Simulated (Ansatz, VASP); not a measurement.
**One calculation of TiSn2Te3, two programs**

```
Ti Sn Te
1.0
     5.43491    0.00000    0.00000
     0.00000    5.43491    0.00000
     0.00000    0.00000    7.36938
Ti Sn Te
1 2 3
Cartesian
  2.7175 2.7175 3.7875
  2.7175 0.0000 6.8630
  0.0000 2.7175 6.8630
  2.7175 2.7175 1.1257
  2.7175 0.0000 3.9451
  0.0000 2.7175 3.9451
```

Alike in both runs: functional PBE; k mesh 4 × 4 × 4; occupations gaussian, width 0.1 eV; no spin polarisation.

Ansatz relaxed the structure, and its values are those at the end. VASP's run is a single point on that final structure, the one shown.

|  | VASP | Ansatz |
| --- | --- | --- |
| version | VASP 6.6.1 | Ansatz 0.2.0 |
| potentials or method | VASP PAW PBE potentials, release 64 (Ti_sv, Sn_d, Te), cutoff 520 eV | scalar-relativistic, plane waves, PAW |
| valence electrons in the cell | 58 | 88 |

```tsv
	VASP	Ansatz	Ansatz less VASP
gap on the k mesh at the Fermi level (eV)	none	none	-
pressure (GPa)	0.0	0.0	+0.02
rms of the force components (eV/Å)	0.006	0.005	-0.0005
```

A gap of «none» marks a metal or a gap that the smearing closes. VASP's potentials hold 58 valence electrons a cell and Ansatz's 88, so a difference there can come from the potentials and not from the codes.

Neither program's run includes spin-orbit coupling.
